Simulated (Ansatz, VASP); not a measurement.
## One calculation of ScCr2, two programs

```
CELL_PARAMETERS angstrom
3.59514 0.00000 0.00000
-1.79757 3.11348 0.00000
0.00000 0.00000 4.50102
ATOMIC_POSITIONS crystal
Sc 0.00000 0.00000 0.00000
Cr 0.33333 0.66667 0.50000
Cr 0.66667 0.33333 0.50000
```

Alike in both runs: functional PBE; k mesh 6 × 6 × 4; occupations gaussian, width 0.1 eV; no spin polarisation.

Ansatz relaxed the structure, and its values are those at the end. VASP's run is a single point on that final structure, the one shown.

|  | VASP | Ansatz |
| --- | --- | --- |
| version | VASP 6.6.1 | Ansatz 0.2.0 |
| potentials or method | VASP PAW PBE potentials, release 64 (Sc_sv, Cr_sv), cutoff 600 eV | scalar-relativistic, plane waves, PAW |
| valence electrons in the cell | 39 | 39 |

```csv
,VASP,Ansatz,Ansatz less VASP
gap on the k mesh at the Fermi level (eV),none,none,-
pressure (GPa),-1.2,0.0,+1.19
```

A gap of «none» marks a metal or a gap that the smearing closes. The functional is the same, so the differences come from potentials, cutoffs and numerics.
